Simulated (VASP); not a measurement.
A run of VASP 6.6.1 is set up as follows.

Contents of INCAR:

```
SYSTEM = W
ALGO = Fast
EDIFF = 1E-7
ENCUT = 520
GGA = PE
ISIF = 2
ISMEAR = -1
LASPH = .True.
LCHARG = .True.
LELF = .True.
LREAL = .False.
LVHAR = .True.
LWAVE = .False.
NBANDS = 13
NELM = 100
PREC = Accurate
SIGMA = 0.05
```

The input KPOINTS:

```
k-points
0
Gamma
  12 12 12
  0 0 0
```

The input POSCAR:

```
W
1.0
   -1.5823450000      1.5823450000      1.5823450000
    1.5823450000     -1.5823450000      1.5823450000
    1.5823450000      1.5823450000     -1.5823450000
W
1
Direct
    0.0000000000      0.0000000000      0.0000000000
```

Potentials or basis: VASP PAW PBE potentials, release 64 (W_sv).

Run with:

```console
$ cat potpaw_PBE.64/W_sv/POTCAR > POTCAR
$ mpirun -np 1 vasp_std > vasp.out
```

Task: Estimate the band gap on the k mesh.

Result: Zero (band 7 reaches 16.61 eV, above the bottom of band 8 at 10.22 eV).

Task: Estimate the pressure.

Result: 6.4 GPa.

Caveat: spin-orbit coupling is left out, which moves the levels of the heavy elements.
